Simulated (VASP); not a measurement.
Wanted: the native input for a VASP 6.6.1 run.

```yaml
Task: single point
Functional: PBE
Potentials_or_basis: VASP PAW PBE potentials, release 64 (Si, C)
Cutoff: 520 eV
k_mesh: 12 × 12 × 6
Occupations: gaussian, width 0.05 eV
Spin: no spin polarisation
Dipole_correction: no
Further_INCAR_settings: ALGO = Normal; EDIFF = 1e-06; NBANDS = 16
```

The structure of SiC lies in POSCAR:

```
SiC
1.0
    3.1343479811      0.0000000000      0.0000000000
   -1.5671739905      2.7144249759      0.0000000000
    0.0000000000      0.0000000000      4.9375457884
Si C
2 2
Direct
    0.3333333333      0.6666666667      0.0045636718
    0.6666666667      0.3333333333      0.5045636718
    0.3333333333      0.6666666667      0.3804363282
    0.6666666667      0.3333333333      0.8804363282
```

This cell differs from its parent crystal: ratio of the length along z to the lengths across it x 0.96, volume and fractional coordinates fixed.

The input as run:

INCAR

```
ALGO     = Normal         # electronic algorithm
EDIFF    = 1E-6           # SCF threshold, eV
ENCUT    = 520            # plane-wave cutoff, eV
GGA      = PE             # functional
ISIF     = 2              # what is computed and relaxed
ISMEAR   = 0              # smearing method
LASPH    = T              # aspherical terms in the spheres
LCHARG   = T              # write CHGCAR
LELF     = T              # ELF
LREAL    = F              # projectors in reciprocal space
LVHAR    = T            
LWAVE    = F              # write WAVECAR
NBANDS   = 16             # bands
NELM     = 100            # most SCF steps
PREC     = Accurate       # precision mode
SIGMA    = 0.05           # smearing width, eV
```

KPOINTS

```
k-points
0
Gamma
  12 12 6
```

Potentials or basis: VASP PAW PBE potentials, release 64 (Si, C).

Launch:

```sh
$ cat potpaw_PBE.64/Si/POTCAR potpaw_PBE.64/C/POTCAR > POTCAR
$ mpirun -np 1 vasp_std > vasp.out
```

Results of the run:

| Item | Value |
| --- | --- |
| Pressure | 0.3 GPa |
| Largest force | 0.448 eV/Å |
| Band gap on the k mesh | 2.40 eV, indirect (least direct gap 3.56 eV) |

Run time: 19 s on 1 thread of Intel(R) Xeon(R) Platinum 8559C (Emerald Rapids), with other jobs on the host, peak memory 0.18 GiB.
